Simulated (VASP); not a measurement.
Input of a VASP 6.6.1 run:

INCAR

```
PREC = Accurate
ENCUT = 520
EDIFF = 1E-6
ISMEAR = 0
SIGMA = 0.05
LREAL = False
LASPH = True
NELM = 100
ALGO = Normal
ISIF = 2
LWAVE = False
LCHARG = False
GGA = CA
NBANDS = 17
```

The input KPOINTS:

```
regular mesh
0
Gamma
  8 8 8
```

The input POSCAR:

```
SnSe
1.0
    0.0000000000      2.9466477701      2.9466477701
    2.9466477701      0.0000000000      2.9466477701
    2.9466477701      2.9466477701      0.0000000000
Sn Se
1 1
Direct
    0.0000000000      0.0000000000      0.0000000000
    0.5509053038      0.5509053038      0.4490946962
```

Potentials or basis: VASP PAW LDA potentials, release 64 (Sn_d, Se).

The run is started by

```bash
$ cat potpaw_LDA.64/Sn_d/POTCAR potpaw_LDA.64/Se/POTCAR > POTCAR
$ mpirun -np 1 vasp_std > vasp.out
```

Task: Predict the band gap on the k mesh.

Result: 0.81 eV, indirect (least direct gap 0.88 eV).

Task: What does it give for the pressure?

Result: 1.8 GPa.

Task: Predict the largest force.

Result: 0.566 eV/Å.

Stress tensor (GPa, compression positive):
```
0.54 0.00 0.00
0.00 0.54 0.00
0.00 0.00 4.39
```

Caveat: the cell differs from its parent crystal (all Se atoms moved -0.300 Å, as atom 2 towards its neighbour atom 1 (Sn) at 2.947 Å); spin-orbit coupling is left out, which moves the levels of the heavy elements. A k mesh can miss the band edges.
